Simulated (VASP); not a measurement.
# Mo (P6/mmm) in VASP: notebook

The runs below take Mo through single point, with PBEsol+D3(BJ).

All numbers are computed with VASP 6.6.1; they aren't measurements. Logs are shortened: lines on timing, memory, paths and dates and some standing lists are left out, and cuts for length are marked.

## (1) The cell of the first run

The structure is hexagonal, space group P6/mmm (No. 191). Conventional cell: a = 2.680 Å, b = 2.680 Å, c = 2.503 Å, α = 90.00°, β = 90.00°, γ = 120.00°. Within 3.3 Å of Mo (site symmetry 6/mmm) lie 8 Mo at 2.50 to 2.68 Å.

## (2) Single point, PBEsol+D3(BJ)

File INCAR:

```
SYSTEM = Mo
PREC     = Accurate       ! precision mode
ENCUT    = 520            ! plane-wave cutoff, eV
EDIFF    = 1E-6           ! SCF threshold, eV
ISMEAR   = 1              ! smearing method
SIGMA    = 0.05           ! smearing width, eV
LREAL    = .FALSE.        ! projectors in reciprocal space
LASPH    = .TRUE.         ! aspherical terms in the spheres
NELM     = 80             ! most SCF steps
ALGO     = Normal         ! electronic algorithm
ISIF     = 2              ! what is computed and relaxed
LWAVE    = .FALSE.        ! write WAVECAR
LCHARG   = .FALSE.        ! write CHGCAR
GGA      = PS             ! functional
IVDW     = 12             ! dispersion correction
NBANDS   = 13             ! bands
```

File KPOINTS:

```
regular mesh
0
G
  12 12 11
  0 0 0
```

File POSCAR:

```
Mo
1.0
    2.6796675963      0.0000000000      0.0000000000
   -1.3398337981      2.3206600629      0.0000000000
    0.0000000000      0.0000000000      2.5030198129
Mo
1
Direct
    0.0000000000      0.0000000000      0.5000000000
```

Potentials or basis: VASP PAW PBE potentials, release 64 (Mo_sv).

Run with:

```
$ cat potpaw_PBE.64/Mo_sv/POTCAR > POTCAR
$ mpirun -np 1 vasp_std > vasp.out
```

OUTCAR:

```text
SYSTEM = Mo
   PREC = Accurate
   ENCUT = 520
   EDIFF = 1E-6
   ISMEAR = 1
   LREAL = .FALSE.
   LASPH = .TRUE.
   NELM = 80
   ISIF = 2
   GGA = PS
   IVDW = 12
 IVDW          = 12

 ion  position               nearest neighbor table
   1  0.000  0.000  0.500-

  LATTYP: Found a hexagonal cell.
 ALAT       =     2.6796675963
 C/A-ratio  =     0.9340784717

  Lattice vectors:

 A1 = (   2.6796675963,   0.0000000000,   0.0000000000)
 A2 = (  -1.3398337981,   2.3206600629,   0.0000000000)
 A3 = (   0.0000000000,   0.0000000000,   2.5030198129)

Analysis of symmetry for initial positions (statically):
=====================================================================
 Subroutine PRICEL returns:
 Original cell was already a primitive cell.

 Routine SETGRP: Setting up the symmetry group for a
 hexagonal supercell.

 Subroutine GETGRP returns: Found 24 space group operations
 (whereof 24 operations were pure point group operations)
 out of a pool of 24 trial point group operations.

The static configuration has the point symmetry D_6h.

Analysis of symmetry for dynamics (positions and initial velocities):
=====================================================================
 Subroutine PRICEL returns:
 Original cell was already a primitive cell.

 Routine SETGRP: Setting up the symmetry group for a
 hexagonal supercell.

 Subroutine GETGRP returns: Found 24 space group operations
 (whereof 24 operations were pure point group operations)
 out of a pool of 24 trial point group operations.

The dynamic configuration has the point symmetry D_6h.

 Subroutine INISYM returns: Found 24 space group operations
 (whereof 24 operations are pure point group operations),
 and found     1 'primitive' translations

----------------------------------------------------------------------------------------

                                     Primitive cell

  volume of cell :      15.5653

  direct lattice vectors                    reciprocal lattice vectors
     2.679667596  0.000000000  0.000000000     0.373180614  0.215455942  0.000000000
    -1.339833798  2.320660063  0.000000000     0.000000000  0.430911884  0.000000000
     0.000000000  0.000000000  2.503019813     0.000000000  0.000000000  0.399517413

  length of vectors
     2.679667596  2.679667467  2.503019813     0.430911863  0.430911884  0.399517413

  position of ions in fractional coordinates (direct lattice)
     0.000000000  0.000000000  0.500000000

  ion indices of the primitive-cell ions
   primitive index   ion index
                 1           1

----------------------------------------------------------------------------------------

 KPOINTS: regular mesh

Automatic generation of k-mesh.
 Grid dimensions read from file:
 generate k-points for:   12   12   11

 Generating k-lattice:

  Cartesian coordinates                     Fractional coordinates (reciprocal lattice)
     0.031098385  0.017954662  0.000000000     0.083333333  0.000000000  0.000000000
     0.000000000  0.035909324  0.000000000     0.000000000  0.083333333  0.000000000
     0.000000000  0.000000000  0.036319765     0.000000000  0.000000000  0.090909091

  Length of vectors
     0.035909322  0.035909324  0.036319765

  Shift w.r.t. Gamma in fractional coordinates (k-lattice)
     0.000000000  0.000000000  0.000000000

 Subroutine IBZKPT returns following result:
 ===========================================

 Found    114 irreducible k-points:

 Following reciprocal coordinates:
            Coordinates               Weight
  0.000000  0.000000  0.000000      1.000000
  0.083333  0.000000  0.000000      6.000000
  0.166667  0.000000  0.000000      6.000000
  0.250000  0.000000  0.000000      6.000000
  0.333333  0.000000  0.000000      6.000000
  0.416667  0.000000  0.000000      6.000000
[... 16 lines left out ...]
  0.250000  0.000000  0.090909     12.000000
  0.333333  0.000000  0.090909     12.000000
 [... further k-points ...]
   k-points           NKPTS =    114   k-points in BZ     NKDIM =    114   number of bands    NBANDS=     13
   number of dos      NEDOS =    301   number of ions     NIONS =      1
   total plane-waves  NPLWV =   8000
   dimension x,y,z NGX =    20 NGY =   20 NGZ =   20
   dimension x,y,z NGXF=    40 NGYF=   40 NGZF=   40
   ions per type =               1
   NGX,Y,Z   is equivalent  to a cutoff of  12.41, 12.41, 13.28 a.u.
   NGXF,Y,Z  is equivalent  to a cutoff of  24.82, 24.82, 26.57 a.u.
 SYSTEM =  Mo
   PREC   = accura    normal or accurate (medium, high low for compatibility)
   ISTART =      0    job   : 0-new  1-cont  2-samecut
   ICHARG =      2    charge: 1-file 2-atom 10-const
   ISPIN  =      1    spin polarized calculation?
   LNONCOLLINEAR =      F non collinear calculations
   LSORBIT =      F    spin-orbit coupling
   LASPH  =      T    aspherical Exc in radial PAW
   ENCUT  =  520.0 eV  38.22 Ry    6.18 a.u.   4.98  4.98  4.65*2*pi/ulx,y,z
   NELM   =     80;   NELMIN=  2; NELMDL= -5     # of ELM steps
   EDIFF  = 0.1E-05   stopping-criterion for ELM
   LREAL  =      F    real-space projection
   EDIFFG = 0.1E-04   stopping-criterion for IOM
   NSW    =      0    number of steps for IOM
   IBRION =     -1    ionic relax: 0-MD 1-quasi-New 2-CG
   NFREE  =      0    steps in history (QN), initial steepest desc. (CG)
   ISIF   =      2    stress and relaxation
   ISYM   =      2    0-nonsym 1-usesym 2-fastsym
   POTIM  = 0.5000    time-step for ionic-motion
   TEBEG  =    0.0;   TEEND  =   0.0 temperature during run
   PSTRESS=    0.0 pullay stress
   NELECT =      14.0000    total number of electrons
   NUPDOWN=      -1.0000    fix difference up-down
   EMIN   =  10.00;   EMAX   =-10.00  energy-range for DOS
   EFERMI =   0.00;   METHOD = LEGACY
   ISMEAR =     1;   SIGMA  =   0.05  broadening in eV -4-tet -1-fermi 0-gaus
   EFERMI_NEDOS =   21; number of points for ismear=-14 and -15
   IALGO  =     38    algorithm
   IMIX   =      4    mixing-type and parameters
     AMIX     =   0.40;   BMIX     =  1.00
     AMIX_MAG =   1.60;   BMIX_MAG =  1.00
  volume/ion in A,a.u.               =      15.57       105.04
  Fermi-wavevector in a.u.,A,eV,Ry     =   1.580272  2.986282 33.977293  2.497261
  Thomas-Fermi vector in A             =   2.680525
   LORBIT       =      0    0 simple, 1 ext, 2 COOP (PROOUT), +10 PAW based schemes
   GGA     = PS    functional components
   LHFCALC =     F    Hartree Fock is set to
   AEXX    =    0.0000 exact exchange contribution
   IVDW    =    12    specifies the selected vdW correction
   LEPSILON=     F    determine dielectric tensor
   LRPA    =     F    only Hartree local field effects (RPA)
 non-spin polarized calculation
 Methfessel and Paxton  Order N= 1 SIGMA  =   0.05
  energy-cutoff  :      520.00
  volume of cell :       15.57
 maximum number of plane-waves:       435
 NGX is ok and might be reduce to    20
   NGX =  9   NGY =  9   NGZ =  9

 number of electron      14.0000000 magnetization

 Free energy of the ion-electron system (eV)
  ---------------------------------------------------
  ext. energy  EPLUGINS =         0.00000000
  ---------------------------------------------------
  free energy    TOTEN  =       -10.84226431 eV

  energy without entropy =      -10.84234784  energy(sigma->0) =      -10.84229215

 E-fermi :  12.4443     XC(G=0): -13.4621

 val. band max:       12.4375458036   @ k =   0.0833   0.0833   0.1818
 cond. band min:      12.4454295595   @ k =   0.1667   0.0000   0.0000
 fundamental gap:      0.0078837559
 Fermi energy:        12.4443318827

 k-point     1 :       0.0000    0.0000    0.0000
  band No.  band energies     occupation
      1     -48.5787      2.00000
      2     -21.7209      2.00000
      3     -21.7209      2.00000
      4     -21.6647      2.00000
      5       5.3756      2.00000
      6       7.7143      2.00000
      7      11.3818      2.00000
      8      11.3818      2.00000
      9      16.8919      0.00000
     10      16.8919      0.00000
     11      25.4182      0.00000
     12      28.6666      0.00000
     13      33.6285      0.00000

 k-point     2 :       0.0833    0.0000    0.0000
  band No.  band energies     occupation
      1     -48.5598      2.00000
      2     -21.8416      2.00000
      3     -21.7476      2.00000
      4     -21.6520      2.00000
      5       5.6646      2.00000
      6       7.8433      2.00000
      7      11.0917      2.00000
      8      11.6540      2.00000
      9      16.5624      0.00000
     10      16.8381      0.00000
     11      26.0989      0.00000
     12      29.2553      0.00000
     13      32.1994      0.00000

 k-point     3 :       0.1667    0.0000    0.0000
  band No.  band energies     occupation
      1     -48.5080      2.00000
      2     -22.1642      2.00000
      3     -21.8199      2.00000
      4     -21.6173      2.00000
      5       6.4069      2.00000
      6       8.1905      2.00000
      7      10.5221      2.00000
      8      12.4454      0.96285
      9      15.7722      0.00000
     10      16.6942      0.00000
     11      27.6319      0.00000
     12      30.0534      0.00000
     13      30.7671      0.00000

 k-point     4 :       0.2500    0.0000    0.0000
  band No.  band energies     occupation
      1     -48.4364      2.00000
      2     -22.5895      2.00000
      3     -21.9173      2.00000
      4     -21.5696      2.00000
      5       7.2090      2.00000
      6       8.4309      2.00000
      7      10.5442      2.00000
      8      13.6748      0.00000
      9      14.8684      0.00000
     10      16.5040      0.00000
     11      26.9260      0.00000
     12      30.1796      0.00000
     13      30.5503      0.00000

 k-point     5 :       0.3333    0.0000    0.0000
  band No.  band energies     occupation
      1     -48.3637      2.00000
      2     -22.9989      2.00000
      3     -22.0131      2.00000
      4     -21.5215      2.00000
      5       7.4502      2.00000
      6       8.5512      2.00000
      7      11.6738      2.00000
      8      14.0956      0.00000
      9      15.1734      0.00000
     10      16.3207      0.00000
     11      25.1135      0.00000
     12      28.5084      0.00000
     13      31.1379      0.00000
[... 257 lines left out ...]
 k-point    22 :       0.1667    0.0000    0.0909
  band No.  band energies     occupation
      1     -48.4850      2.00000
      2     -22.1473      2.00000
      3     -21.8044      2.00000
      4     -21.7908      2.00000
      5       6.6729      2.00000
      6       8.5144      2.00000
      7      10.5953      2.00000
      8      12.5037     -0.07046
      9      15.3739      0.00000
     10      16.2866      0.00000
     11      27.7648      0.00000
     12      29.1829      0.00000
     13      31.1413      0.00000

 k-point    23 :       0.2500    0.0000    0.0909
  band No.  band energies     occupation
      1     -48.4136      2.00000
      2     -22.5699      2.00000
      3     -21.9014      2.00000
      4     -21.7401      2.00000
      5       7.4436      2.00000
      6       8.7397      2.00000
      7      10.5837      2.00000
      8      13.7199      0.00000
      9      14.5482      0.00000
     10      16.0798      0.00000
     11      27.4006      0.00000
     12      29.9640      0.00000
     13      30.8769      0.00000

 k-point    24 :       0.3333    0.0000    0.0909
  band No.  band energies     occupation
      1     -48.3412      2.00000
      2     -22.9771      2.00000
      3     -21.9968      2.00000
      4     -21.6889      2.00000
      5       7.5857      2.00000
      6       8.9546      2.00000
      7      11.3473      2.00000
      8      14.2013      0.00000
      9      15.1645      0.00000
     10      15.9152      0.00000
     11      25.5146      0.00000
     12      29.1926      0.00000
     13      30.2859      0.00000

 [... further k-points ...]

------------------------ aborting loop because EDIFF is reached ----------------------------------------

 Edisp (eV)   -0.70775

 E8    (eV) :    -0.4927

  FORCE on cell =-STRESS in cart. coord.  units (eV):
  Direction    XX          YY          ZZ          XY          YZ          ZX
  --------------------------------------------------------------------------------------
  -------------------------------------------------------------------------------------
  Total       0.70870     0.70870    -0.51766     0.00000     0.00000     0.00000
  in kB      72.94830    72.94829   -53.28371     0.00000     0.00000     0.00000
  external pressure =       30.87 kB  Pullay stress =        0.00 kB

 VOLUME and BASIS-vectors are now :
 -----------------------------------------------------------------------------
  energy-cutoff  :      520.00
  volume of cell :       15.57
      direct lattice vectors                 reciprocal lattice vectors
     2.679667596  0.000000000  0.000000000     0.373180614  0.215455942  0.000000000
    -1.339833798  2.320660063  0.000000000     0.000000000  0.430911884  0.000000000
     0.000000000  0.000000000  2.503019813     0.000000000  0.000000000  0.399517413

 POSITION                                       TOTAL-FORCE (eV/Angst)
 -----------------------------------------------------------------------------------
      0.00000      0.00000      1.25151         0.000000      0.000000      0.000000
 -----------------------------------------------------------------------------------
    total drift:                               -0.000000      0.000000     -0.000000

  FREE ENERGIE OF THE ION-ELECTRON SYSTEM (eV)
  ---------------------------------------------------
  free  energy   TOTEN  =       -11.5500147798 eV

  energy  without entropy=      -11.5500983045  energy(sigma->0) =      -11.55004262
```

Run time: 21 s. Hardware: 1 thread of Intel Xeon 8259CL, shared host; peak memory 0.15 GiB.

What came out:

```
Free energy                : -11.5500 eV
Pressure                   : 3.1 GPa
Band gap on the k mesh     : zero (band 7 reaches 13.41 eV, above the bottom of band 8 at 11.38 eV)
Dispersion energy per atom : -0.708 eV
```

Stress tensor (GPa, compression positive):
```
 7.29  0.00  0.00
 0.00  7.29  0.00
 0.00  0.00 -5.33
```

Caveat: the PAW data sets were made with another functional, which shifts forces and pressure a little; pairwise dispersion overbinds metals, which lowers pressure and volume.

(Continued in part 2 of 2.)
